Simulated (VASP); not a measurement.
# ZnSe (F-43m) in VASP: a series of runs

Runs on ZnSe. Level: LDA. Tasks: vibrations by perturbation theory, elastic constants.

Everything below comes from runs of VASP 6.6.1. Logs are shortened: lines on timing, memory, paths and dates and some standing lists are left out, and cuts for length are marked.

### Step 1. The cell of the first run

It takes space group F-43m (No. 216, cubic). The conventional cell has a = 5.563 Å, b = 5.563 Å, c = 5.563 Å, α = 90.00°, β = 90.00°, γ = 90.00°. Within 3.2 Å of Zn (site symmetry -43m) lie 4 Se at 2.41 Å. Se (site symmetry -43m) has 4 Zn at 2.41 Å within 3.2 Å.

### Step 2. Vibrations by perturbation theory, LDA

INCAR reads:

```
SYSTEM = ZnSe
  PREC = Accurate
  ENCUT = 520
  EDIFF = 1E-8
  ISMEAR = 0
  SIGMA = 0.01
  LREAL = .FALSE.
  LASPH = .TRUE.
  NELM = 60
  ALGO = Normal
  ISIF = 2
  LWAVE = .FALSE.
  LCHARG = .FALSE.
  GGA = CA
  NBANDS = 16
  IBRION = 8
  NSW = 1
  LEPSILON = .TRUE.
```

KPOINTS reads:

```
Automatic mesh
0
G
  6 6 6
  0 0 0
```

POSCAR reads:

```
ZnSe
1.0
    0.0000000000      2.7816000000      2.7816000000
    2.7816000000      0.0000000000      2.7816000000
    2.7816000000      2.7816000000      0.0000000000
Zn Se
1 1
Direct
    0.0000000000      0.0000000000      0.0000000000
    0.2500000000      0.2500000000      0.2500000000
```

Potentials or basis: VASP PAW LDA potentials, release 64 (Zn, Se).

On the command line:

```sh
$ cat potpaw_LDA.64/Zn/POTCAR potpaw_LDA.64/Se/POTCAR > POTCAR
$ mpirun -np 1 vasp_std > vasp.out
```

OUTCAR:

```text
SYSTEM = ZnSe
   PREC = Accurate
   ENCUT = 520
   EDIFF = 1E-8
   ISMEAR = 0
   LREAL = .FALSE.
   LASPH = .TRUE.
   NELM = 60
   ISIF = 2
   GGA = CA
   IBRION = 8
   NSW = 1
   LEPSILON = .TRUE.

 ion  position               nearest neighbor table
   1  0.000  0.000  0.000-   2 2.41   2 2.41   2 2.41   2 2.41
   2  0.250  0.250  0.250-   1 2.41   1 2.41   1 2.41   1 2.41

  LATTYP: Found a face centered cubic cell.
 ALAT       =     5.5632000000

  Lattice vectors:

 A1 = (   0.0000000000,   2.7816000000,   2.7816000000)
 A2 = (   2.7816000000,   0.0000000000,   2.7816000000)
 A3 = (   2.7816000000,   2.7816000000,   0.0000000000)

Analysis of symmetry for initial positions (statically):
=====================================================================
 Subroutine PRICEL returns:
 Original cell was already a primitive cell.

 Routine SETGRP: Setting up the symmetry group for a
 face centered cubic supercell.

 Subroutine GETGRP returns: Found 24 space group operations
 (whereof 24 operations were pure point group operations)
 out of a pool of 48 trial point group operations.

The static configuration has the point symmetry T_d .

Analysis of symmetry for dynamics (positions and initial velocities):
=====================================================================
 Subroutine PRICEL returns:
 Original cell was already a primitive cell.

 Routine SETGRP: Setting up the symmetry group for a
 face centered cubic supercell.

 Subroutine GETGRP returns: Found 24 space group operations
 (whereof 24 operations were pure point group operations)
 out of a pool of 48 trial point group operations.

The dynamic configuration has the point symmetry T_d .

 Subroutine INISYM returns: Found 24 space group operations
 (whereof 24 operations are pure point group operations),
 and found     1 'primitive' translations

----------------------------------------------------------------------------------------

                                     Primitive cell

  volume of cell :      43.0441

  direct lattice vectors                    reciprocal lattice vectors
     0.000000000  2.781600000  2.781600000    -0.179752660  0.179752660  0.179752660
     2.781600000  0.000000000  2.781600000     0.179752660 -0.179752660  0.179752660
     2.781600000  2.781600000  0.000000000     0.179752660  0.179752660 -0.179752660

  length of vectors
     3.933776445  3.933776445  3.933776445     0.311340741  0.311340741  0.311340741

  position of ions in fractional coordinates (direct lattice)
     0.000000000  0.000000000  0.000000000
     0.250000000  0.250000000  0.250000000

  ion indices of the primitive-cell ions
   primitive index   ion index
                 1           1
                 2           2

----------------------------------------------------------------------------------------

 KPOINTS: Automatic mesh

Automatic generation of k-mesh.
 Grid dimensions read from file:
 generate k-points for:    6    6    6

 Generating k-lattice:

  Cartesian coordinates                     Fractional coordinates (reciprocal lattice)
    -0.029958777  0.029958777  0.029958777     0.166666667  0.000000000  0.000000000
     0.029958777 -0.029958777  0.029958777     0.000000000  0.166666667  0.000000000
     0.029958777  0.029958777 -0.029958777     0.000000000  0.000000000  0.166666667

  Length of vectors
     0.051890123  0.051890123  0.051890123

  Shift w.r.t. Gamma in fractional coordinates (k-lattice)
     0.000000000  0.000000000  0.000000000

 Subroutine IBZKPT returns following result:
 ===========================================

 Found     16 irreducible k-points:
[... 401 lines left out ...]
  energy-cutoff  :      520.00
  volume of cell :       43.04
      direct lattice vectors                 reciprocal lattice vectors
     0.000000000  2.781600000  2.781600000    -0.179752660  0.179752660  0.179752660
     2.781600000  0.000000000  2.781600000     0.179752660 -0.179752660  0.179752660
     2.781600000  2.781600000  0.000000000     0.179752660  0.179752660 -0.179752660

 POSITION                                       TOTAL-FORCE (eV/Angst)
 -----------------------------------------------------------------------------------
      0.00000      0.00000      0.00000        -0.000000     -0.000000     -0.000000
      1.39080      1.39080      1.39080         0.000000      0.000000      0.000000
 -----------------------------------------------------------------------------------
    total drift:                               -0.000000     -0.000000      0.000000

  FREE ENERGIE OF THE ION-ELECTRON SYSTEM (eV)
  ---------------------------------------------------
  free  energy   TOTEN  =        -7.3649670932 eV

  energy  without entropy=       -7.3649670932  energy(sigma->0) =       -7.36496709

 HEAD OF MICROSCOPIC STATIC DIELECTRIC TENSOR (INDEPENDENT PARTICLE, excluding Hartree and local field effects)
 ------------------------------------------------------
           9.893000    -0.000000    -0.000000
           0.000000     9.893000     0.000000
          -0.000000     0.000000     9.893000
 ------------------------------------------------------

 Free energy of the ion-electron system (eV)
  ---------------------------------------------------
  ---------------------------------------------------
  free energy    TOTEN  =        -1.04735479 eV

  energy without entropy =       -1.04735479

------------------------ aborting loop because EDIFF is reached ----------------------------------------

--------------------------------------- Ionic step        2  -------------------------------------------

------------------------ aborting loop because EDIFF is reached ----------------------------------------

--------------------------------------- Ionic step        3  -------------------------------------------

------------------------ aborting loop because EDIFF is reached ----------------------------------------

 PIEZOELECTRIC TENSOR FIELD DIRECTION 3  (e Angst)
 -----------------------------------------------------------------------------
     0.00019 -1.97823  0.00000           (  0.00000  0.04008  0.00000)
    -1.97823  0.00019  0.00000           (  0.04008  0.00000  0.00000)
     0.00000  0.00000 -0.00174           (  0.00000  0.00000 -0.00000)

 PIEZOELECTRIC TENSOR FIELD DIRECTION 3  (C/m^2)
 -----------------------------------------------------------------------------
     0.00007 -0.73633  0.00000
    -0.73633  0.00007  0.00000
     0.00000  0.00000 -0.00065

--------------------------------------- Ionic step        4  -------------------------------------------

------------------------ aborting loop because EDIFF is reached ----------------------------------------

[... ionic steps 5 to 6 ...]

--------------------------------------- Ionic step        7  -------------------------------------------

 Free energy of the ion-electron system (eV)
  ---------------------------------------------------
  ---------------------------------------------------
  free energy    TOTEN  =        -0.08240881 eV

  energy without entropy =       -0.08240881

------------------------ aborting loop because EDIFF is reached ----------------------------------------

 INTERNAL STRAIN TENSOR  FOR ION    2  DIRECTION 1   (eV/Angst):
 -----------------------------------------------------------------------------
     0.01053  0.00000  0.00000
     0.00000  0.00470 -6.37742
     0.00000 -6.37742  0.00470

 MACROSCOPIC STATIC DIELECTRIC TENSOR (including local field effects in DFT)
 ------------------------------------------------------
           9.388400     0.000000    -0.000000
           0.000000     9.388400    -0.000000
           0.000000    -0.000000     9.388400
 ------------------------------------------------------

 PIEZOELECTRIC TENSOR (including local field effects)  for field in x, y, z        (e  Angst)
          XX          YY          ZZ          XY          YZ          ZX
  --------------------------------------------------------------------------------
  x     0.00000     0.00000     0.00000     0.00000    -2.00421     0.00000
  y    -0.00000     0.00000     0.00000     0.00000    -0.00000    -2.00421
  z     0.00000     0.00000     0.00000    -2.00421     0.00000     0.00000

 PIEZOELECTRIC TENSOR (including local field effects)  for field in x, y, z        (C/m^2)
          XX          YY          ZZ          XY          YZ          ZX
  --------------------------------------------------------------------------------
  x     0.00000     0.00000     0.00000     0.00000    -0.74600     0.00000
  y    -0.00000     0.00000     0.00000     0.00000    -0.00000    -0.74600
  z     0.00000     0.00000     0.00000    -0.74600     0.00000     0.00000

 BORN EFFECTIVE CHARGES (including local field effects) (in |e|, cummulative output)
 ---------------------------------------------------------------------------------
 ion    1
    1     2.11453     0.00000     0.00000
    2     0.00000     2.11453     0.00000
    3     0.00000     0.00000     2.11453
 ion    2
    1    -2.11453    -0.00000    -0.00000
    2    -0.00000    -2.11453    -0.00000
    3     0.00000     0.00000    -2.11453

 INTERNAL STRAIN TENSOR FOR ION    2 for displacements in x,y,z  (eV/Angst):
          X           Y           Z          XY          YZ          ZX
  --------------------------------------------------------------------------------
  x    -0.00000     0.00000     0.00000     0.00000    -6.37742     0.00000
  y     0.00000     0.00000     0.00000     0.00000     0.00000    -6.37742
  z     0.00000     0.00000    -0.00000    -6.37742     0.00000     0.00000

 SECOND DERIVATIVES (NOT SYMMETRIZED)
 ------------------------------------
               1X          1Y          1Z          2X          2Y          2Z
  1X    -6.352623    0.000000    0.000000    6.352623    0.000000    0.000000
  1Y     0.000000   -6.352623    0.000000    0.000000    6.352623    0.000000
  1Z     0.000000    0.000000   -6.352623    0.000000    0.000000    6.352623
  2X     6.425364    0.000000    0.000000   -6.425364    0.000000    0.000000
  2Y     0.000000    6.425364    0.000000    0.000000   -6.425364    0.000000
  2Z     0.000000    0.000000    6.425364    0.000000    0.000000   -6.425364

 Eigenvectors and eigenvalues of the dynamical matrix
 ----------------------------------------------------

   1 f  =    6.605438 THz    41.503190 2PiTHz  220.333691 cm-1    27.317884 meV
             X         Y         Z           dx          dy          dz
      0.000000  0.000000  0.000000     0.737686    0.000000    0.000000
      1.390800  1.390800  1.390800    -0.675144    0.000000    0.000000
[... 21 lines left out ...]
   6 f/i=    0.018728 THz     0.117670 2PiTHz    0.624689 cm-1     0.077451 meV
             X         Y         Z           dx          dy          dz
      0.000000  0.000000  0.000000     0.037282    0.102402   -0.666291
      1.390800  1.390800  1.390800     0.040736    0.111888   -0.728012

--------------------------------------------------------------------------------------------------------

 MACROSCOPIC STATIC DIELECTRIC TENSOR IONIC CONTRIBUTION
 ------------------------------------------------------
           2.941978     0.000000     0.000000
           0.000000     2.941978     0.000000
           0.000000     0.000000     2.941978
 ------------------------------------------------------

 ELASTIC MODULI CONTR FROM IONIC RELAXATION (kBar)
 Direction    XX          YY          ZZ          XY          YZ          ZX
 --------------------------------------------------------------------------------
 XX          -0.0000      0.0000      0.0000      0.0000      0.0000      0.0000
 YY           0.0000     -0.0000      0.0000      0.0000      0.0000      0.0000
 ZZ           0.0000      0.0000     -0.0000      0.0000      0.0000      0.0000
 XY           0.0000      0.0000      0.0000   -236.9983      0.0000      0.0000
 YZ           0.0000      0.0000      0.0000      0.0000   -236.9983      0.0000
 ZX           0.0000      0.0000      0.0000      0.0000      0.0000   -236.9983
 --------------------------------------------------------------------------------

 PIEZOELECTRIC TENSOR IONIC CONTR  for field in x, y, z        (C/m^2)
          XX          YY          ZZ          XY          YZ          ZX
  --------------------------------------------------------------------------------
  x    -0.00000    -0.00000    -0.00000     0.00000     0.78571     0.00000
  y    -0.00000    -0.00000    -0.00000     0.00000     0.00000     0.78571
  z     0.00000     0.00000    -0.00000     0.78571     0.00000     0.00000
```

Wall time 2 min (1 thread of Intel Xeon 6975P-C (Granite Rapids), shared host); peak memory 0.22 GiB.

Results:

- Electronic dielectric tensor (diagonal): 9.39
- Born charges (mean of the diagonal): Zn +2.11; Se -2.11 e
- Highest phonon frequency at Γ, LO-TO splitting left out: 220 cm⁻¹

Phonon frequencies in cm⁻¹ (negative: imaginary):
```tsv
q point	frequencies
(0.000, 0.000, 0.000)	-1 -1 -1 220 220 220
```

Electronic dielectric tensor:
```
9.39 0.00 0.00
0.00 9.39 0.00
0.00 0.00 9.39
```

Born effective charge tensors (e):
atom 1, Zn
```
2.11 0.00 0.00
0.00 2.11 0.00
0.00 0.00 2.11
```
atom 2, Se
```
-2.11  0.00  0.00
 0.00 -2.11  0.00
 0.00  0.00 -2.11
```

### Step 3. Elastic constants, LDA

INCAR reads:

```
SYSTEM = ZnSe
  ALGO = Normal
  EDIFF = 1E-8
  ENCUT = 600
  GGA = CA
  IBRION = 6
  ISIF = 3
  ISMEAR = 0
  LASPH = .TRUE.
  LCHARG = .TRUE.
  LREAL = .FALSE.
  LWAVE = .FALSE.
  NELM = 80
  NFREE = 2
  NSW = 1
  POTIM = 0.015
  PREC = Accurate
  SIGMA = 0.01
```

KPOINTS reads:

```
k-points
0
G
  6 6 6
  0 0 0
```

POSCAR is that of step 2.

Potentials or basis: VASP PAW LDA potentials, release 64 (Zn, Se).

On the command line:

```sh
$ cat potpaw_LDA.64/Zn/POTCAR potpaw_LDA.64/Se/POTCAR > POTCAR
$ mpirun -np 1 vasp_std > vasp.out
```

OUTCAR:

```text
SYSTEM = ZnSe
   EDIFF = 1E-8
   ENCUT = 600
   GGA = CA
   IBRION = 6
   ISIF = 3
   ISMEAR = 0
   LASPH = .TRUE.
   LREAL = .FALSE.
   NELM = 80
   NFREE = 2
   NSW = 1
   POTIM = 0.015
   PREC = Accurate

 ion  position               nearest neighbor table
   1  0.000  0.000  0.000-   2 2.41   2 2.41   2 2.41   2 2.41
   2  0.250  0.250  0.250-   1 2.41   1 2.41   1 2.41   1 2.41

  LATTYP: Found a face centered cubic cell.
 ALAT       =     5.5632000000

  Lattice vectors:

 A1 = (   0.0000000000,   2.7816000000,   2.7816000000)
 A2 = (   2.7816000000,   0.0000000000,   2.7816000000)
 A3 = (   2.7816000000,   2.7816000000,   0.0000000000)
[... 1191 lines left out ...]
          X           Y           Z          XY          YZ          ZX
  --------------------------------------------------------------------------------
  x     0.00000    -0.00000    -0.00000     0.00000     6.58644     0.00000
  y    -0.00000     0.00000    -0.00000     0.00000     0.00000     6.58644
  z    -0.00000    -0.00000     0.00000     6.58644     0.00000     0.00000

 INTERNAL STRAIN TENSOR FOR ION    2 for displacements in x,y,z  (eV/Angst):
          X           Y           Z          XY          YZ          ZX
  --------------------------------------------------------------------------------
  x     0.00000    -0.00000    -0.00000     0.00000    -6.58171     0.00000
  y    -0.00000     0.00000    -0.00000     0.00000     0.00000    -6.58171
  z    -0.00000    -0.00000     0.00000    -6.58171     0.00000     0.00000

 Eigenvectors and eigenvalues of the dynamical matrix
 ----------------------------------------------------

   1 f  =    6.617281 THz    41.577601 2PiTHz  220.728724 cm-1    27.366862 meV
             X         Y         Z           dx          dy          dz
      0.000000  0.000000  0.000000     0.000000   -0.739468   -0.000000
      1.390800  1.390800  1.390800    -0.000000    0.673192   -0.000000
[... 21 lines left out ...]
   6 f/i=    0.001273 THz     0.007997 2PiTHz    0.042457 cm-1     0.005264 meV
             X         Y         Z           dx          dy          dz
      0.000000  0.000000  0.000000    -0.028285    0.327702    0.587366
      1.390800  1.390800  1.390800    -0.031070    0.359964    0.645192

--------------------------------------------------------------------------------------------------------

 ELASTIC MODULI CONTR FROM IONIC RELAXATION (kBar)
 Direction    XX          YY          ZZ          XY          YZ          ZX
 --------------------------------------------------------------------------------
 XX          -0.0000     -0.0000     -0.0000      0.0000      0.0000      0.0000
 YY          -0.0000     -0.0000     -0.0000      0.0000      0.0000     -0.0000
 ZZ          -0.0000     -0.0000     -0.0000     -0.0000      0.0000      0.0000
 XY           0.0000      0.0000     -0.0000   -251.7739      0.0000      0.0000
 YZ           0.0000      0.0000      0.0000      0.0000   -251.7739      0.0000
 ZX           0.0000     -0.0000      0.0000      0.0000      0.0000   -251.7739
 --------------------------------------------------------------------------------

 TOTAL ELASTIC MODULI (kBar)
 Direction    XX          YY          ZZ          XY          YZ          ZX
 --------------------------------------------------------------------------------
 XX         990.0390    608.2158    608.2158      0.0000      0.0000     -0.0000
 YY         608.2158    990.0390    608.2158      0.0000      0.0000     -0.0000
 ZZ         608.2158    608.2158    990.0390      0.0000      0.0000      0.0000
 XY           0.0000      0.0000      0.0000    428.9101      0.0000      0.0000
 YZ           0.0000      0.0000      0.0000      0.0000    428.9101      0.0000
 ZX          -0.0000     -0.0000      0.0000      0.0000      0.0000    428.9101
 --------------------------------------------------------------------------------
```

Run time: 2.2 min. Hardware: 1 thread of Intel Xeon 6975P-C (Granite Rapids), shared host; peak memory 0.21 GiB.

Results:

```
Elastic constants C11, C12, C44                         : 99, 61, 43 GPa
Voigt bulk modulus                                      : 74 GPa
Highest phonon frequency at Γ, LO-TO splitting left out : 221 cm⁻¹
```

Phonon frequencies in cm⁻¹ (negative: imaginary):
```csv
q point,frequencies
"(0.000, 0.000, 0.000)",0 0 0 221 221 221
```

Elastic tensor in Voigt notation (GPa, in the Cartesian axes of the cell as first typed):
```
99 61 61  0  0  0
61 99 61  0  0  0
61 61 99  0  0  0
 0  0  0 43  0  0
 0  0  0  0 43  0
 0  0  0  0  0 43
```

Clamped-ion elastic tensor (GPa):
```
99 61 61  0  0  0
61 99 61  0  0  0
61 61 99  0  0  0
 0  0  0 68  0  0
 0  0  0  0 68  0
 0  0  0  0  0 68
```
